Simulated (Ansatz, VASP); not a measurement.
Two plane-wave programs on Sn

```xyz
2
Lattice="-2.8933 2.9092 1.5906 2.9092 -2.8933 1.5906 2.9225 2.9225 -1.5615" Properties=species:S:1:pos:R:3 pbc="T T T"
Sn    0.0000    0.0000    0.0000
Sn    0.0186    2.9198    0.8099
```

Change from the starting cell: equal xy, yz and zx shear strains of +1 %, PAW files.

Alike in both runs: task electric field gradients; functional PBE; k mesh 15 × 15 × 15; occupations fermi-dirac, width 0.05 eV; no spin polarisation.

|  | VASP | Ansatz |
| --- | --- | --- |
| version | VASP 6.6.1 | Ansatz 0.2.0 |
| potentials or method | VASP PAW PBE potentials, release 64 (Sn_d) | PAW with Ansatz's default frozen-core files, scalar-relativistic |
| plane-wave cutoff (eV) | 520 | 420 |
| valence electrons in the cell | 28 | 28 |

|  | VASP | Ansatz | Ansatz less VASP |
| --- | --- | --- | --- |
| pressure (GPa) | 2.6 | 2.7 | +0.05 |
| traceless stress, the component that is largest in VASP (GPa) | -0.67 | -0.67 | +0.001 |
| rms of the force components (eV/Å) | 0.019 | 0.019 | 0.0000 |
| size of Vzz on the site where it differs most (V/Å²) | 44.5 | 45.8 | +1.34 |

Atom by atom the forces differ by 0.000 eV/Å (rms over components).
